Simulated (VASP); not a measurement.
# As: single point with PBEsol

The system is As.

```xyz
2
Lattice="1.7688 1.0212 2.9053 -1.7688 1.0212 2.9053 0.0000 -2.0424 2.9053" Properties=species:S:1:pos:R:3 pbc="T T T"
As    0.0000    0.0000    2.1456
As    0.0000    0.0000    6.5703
```

```
Program             : VASP 6.6.1
Task                : single point
Functional          : PBEsol
Potentials or basis : VASP PAW PBE potentials, release 64 (As)
Cutoff              : 520 eV
k mesh              : 9 × 9 × 9
Occupations         : fermi-dirac, width 0.05 eV
Spin                : no spin polarisation
```

```
Pressure               : 31.2 GPa
Largest force          : 0.032 eV/Å
Band gap on the k mesh : zero (band 5 reaches 9.09 eV, above the bottom of band 6 at 8.14 eV)
```

Forces on the atoms (eV/Å):
```
As   0.000  0.000  0.032
As   0.000  0.000 -0.032
```

Stress tensor (GPa, compression positive):
```
31.22  0.00  0.00
 0.00 31.22  0.00
 0.00  0.00 31.12
```

Levels at points of the mesh, in eV from the Fermi level:
```csv
k point,band 2,band 3,band 4,band 5,band 6,band 7,band 8,band 9
"(0.00, 0.00, 0.00)",-3.12,-2.49,-2.42,-2.42,4.58,4.79,4.79,5.43
```

Run time: 16 s on 1 thread of Intel(R) Xeon(R) 6975P-C (Granite Rapids) (shared host), peak memory 0.17 GiB.

Caveat: the PAW data sets were made with another functional, which shifts forces and pressure a little.
